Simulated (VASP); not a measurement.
A run of VASP 6.6.1:

File POSCAR:

```
Si32C33
1.0
    8.7137060000      0.0000000000      0.0000000000
    0.0000000000      8.7137060000      0.0000000000
    0.0000000000      0.0000000000      8.7137060000
Si C
32 33
Direct
    0.0002500000      0.0001610000      0.9980580000
    0.0069290000      0.0068330000      0.4973550000
    0.9989950000      0.4998430000      0.0024440000
    0.9979890000      0.5025050000      0.4997560000
    0.4999310000      0.9989000000      0.0024270000
    0.5025860000      0.9979140000      0.4997590000
    0.4989460000      0.4988450000      0.0002560000
    0.4824700000      0.4823930000      0.4964790000
    0.2490590000      0.2489700000      0.9996470000
    0.2456780000      0.2455900000      0.4998730000
    0.2475090000      0.7494470000      0.0013400000
    0.2506740000      0.7489480000      0.5010330000
    0.7495280000      0.2474320000      0.0013340000
    0.7490330000      0.2505830000      0.5010370000
    0.7494890000      0.7493910000      0.0024720000
    0.7738770000      0.7737970000      0.4796760000
    0.2511350000      0.9997920000      0.2491200000
    0.2501600000      0.9979870000      0.7496410000
    0.2483950000      0.4998560000      0.2486190000
    0.2485620000      0.4994940000      0.7512490000
    0.7515480000      0.0044540000      0.2461690000
    0.7499450000      0.9956900000      0.7471700000
    0.7493350000      0.5014380000      0.2504470000
    0.7471040000      0.5009720000      0.7532420000
    0.9998870000      0.2510440000      0.2491230000
    0.9980610000      0.2500650000      0.7496380000
    0.0045490000      0.7514680000      0.2461610000
    0.9957860000      0.7498550000      0.7471800000
    0.4999450000      0.2483020000      0.2486180000
    0.4995880000      0.2484870000      0.7512450000
    0.5015230000      0.7492500000      0.2504520000
    0.5010020000      0.7469750000      0.7532610000
    0.1250320000      0.1249450000      0.1250100000
    0.1261520000      0.1260680000      0.6261860000
    0.1257990000      0.6251740000      0.1248430000
    0.1243090000      0.6251240000      0.6253920000
    0.6252580000      0.1256980000      0.1248340000
    0.6252150000      0.1242220000      0.6253950000
    0.6245200000      0.6244410000      0.1259980000
    0.5728900000      0.5728570000      0.6537780000
    0.3739010000      0.3738100000      0.1256030000
    0.3632710000      0.3631940000      0.6269580000
    0.3748400000      0.8742060000      0.1262250000
    0.3775330000      0.8727570000      0.6251460000
    0.8742970000      0.3747470000      0.1262360000
    0.8728420000      0.3774380000      0.6251420000
    0.8769290000      0.8768460000      0.1245690000
    0.8890060000      0.8889080000      0.6204510000
    0.3754850000      0.1241370000      0.3753930000
    0.3747150000      0.1228630000      0.8764690000
    0.3747000000      0.6239980000      0.3740320000
    0.3694970000      0.6252370000      0.8813870000
    0.8764670000      0.1279600000      0.3743520000
    0.8742290000      0.1240930000      0.8744480000
    0.8822760000      0.6271530000      0.3670470000
    0.8745200000      0.6246830000      0.8801680000
    0.1242240000      0.3754020000      0.3753980000
    0.1229370000      0.3746200000      0.8764710000
    0.1280550000      0.8763760000      0.3743530000
    0.1241810000      0.8741530000      0.8744480000
    0.6240890000      0.3746160000      0.3740400000
    0.6253430000      0.3694260000      0.8813650000
    0.6272350000      0.8821850000      0.3670670000
    0.6247660000      0.8743970000      0.8801270000
    0.6852930000      0.6850540000      0.6295870000
```

Contents of INCAR.step1:

```
SYSTEM = Si32C33
PREC = Accurate
ENCUT = 580
ISMEAR = -1
SIGMA = 0.05
LREAL = Auto
LASPH = .True.
NELM = 120
NBANDS = 168
NELECT = 262.0
ISYM = 0
GGA = PE
ALGO = Normal
EDIFF = 1E-5
LWAVE = .True.
LCHARG = .False.
GGA_COMPAT = .False.
```

The input INCAR.step2:

```
SYSTEM = Si32C33
PREC = Accurate
ENCUT = 580
EDIFF = 1E-6
ISMEAR = -1
SIGMA = 0.05
LREAL = Auto
LASPH = .True.
NELM = 120
ALGO = Normal
ISIF = 2
LWAVE = .False.
LCHARG = .False.
METAGGA = R2SCAN
LMIXTAU = .True.
NBANDS = 168
NELECT = 262.0
ISYM = 0
ISTART = 1
GGA_COMPAT = .False.
```

File KPOINTS:

```
Automatic mesh
0
Gamma
  1 1 1
  0.25 0.25 0.25
```

Potentials or basis: VASP PAW PBE potentials, release 64 (Si, C).

Launch:

```bash
$ cat potpaw_PBE.64/Si/POTCAR potpaw_PBE.64/C/POTCAR > POTCAR
$ cp INCAR.step1 INCAR
$ mpirun -np 1 vasp_std > vasp.out
$ cp INCAR.step2 INCAR
$ mpirun -np 1 vasp_std > vasp.out
```

Hardware: 1 thread of Intel Xeon 8259CL (shared host).

Estimate the wall time of this run.

It took 84 min on 1 thread of Intel Xeon 8259CL, with other jobs on the host, peak memory 0.97 GiB. Counts: k points 4.
